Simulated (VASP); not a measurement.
A run of VASP 6.6.1:

Contents of INCAR:

```
  PREC = Accurate
  ENCUT = 520
  EDIFF = 1E-7
  ISMEAR = 1
  SIGMA = 0.1
  LREAL = Auto
  LASPH = T
  NELM = 60
  ALGO = Normal
  ISIF = 2
  LWAVE = F
  LCHARG = F
  GGA = PE
  NBANDS = 110
```

KPOINTS

```
Automatic mesh
0
Gamma
  4 4 2
```

File POSCAR:

```
Ti16H
1.0
    5.8787149775      0.0000000589      0.0000000000
   -2.9393575397      5.0911164827      0.0000000000
    0.0000000000      0.0000000000      9.2970418600
Ti H
16 1
Direct
    0.1688624163      0.3334532483      0.1254126133
    0.3294958401      0.1564519640      0.3747250860
    0.1582594586      0.3277870974      0.6253339657
    0.3348363677      0.1680614055      0.8745335584
    0.1670396335      0.8325748512      0.1224590071
    0.3292693370      0.6701832565      0.3743655343
    0.1673486864      0.8323237823      0.6272701362
    0.3348467381      0.6642353225      0.8743856316
    0.6659632047      0.3337341297      0.1254884748
    0.8340458779      0.1655215216      0.3726504161
    0.6721248250      0.3279434435      0.6253321819
    0.8335850156      0.1655220991      0.8772162037
    0.6657771635      0.8300610807      0.1251889477
    0.8432663999      0.6703933008      0.3743658105
    0.6719103351      0.8414005043      0.6251169470
    0.8313402958      0.6645251277      0.8742924267
    0.5006702952      0.4994551605      0.4996558208
```

Potentials or basis: VASP PAW PBE potentials, release 64 (Ti_sv, H).

Command:

```sh
$ cat potpaw_PBE.64/Ti_sv/POTCAR potpaw_PBE.64/H/POTCAR > POTCAR
$ mpirun -np 1 vasp_std > vasp.out
```

Hardware: 1 thread of Intel(R) Xeon(R) Platinum 8259CL CPU @ 2.50GHz (Skylake/Cascade Lake), on a shared host.

Q: Estimate the wall time of this run.

A: Run time: 29 min on 1 thread of Intel(R) Xeon(R) Platinum 8259CL CPU @ 2.50GHz (Skylake/Cascade Lake) (shared host), peak memory 0.64 GiB. Counts: scf iterations 25, k points 20.
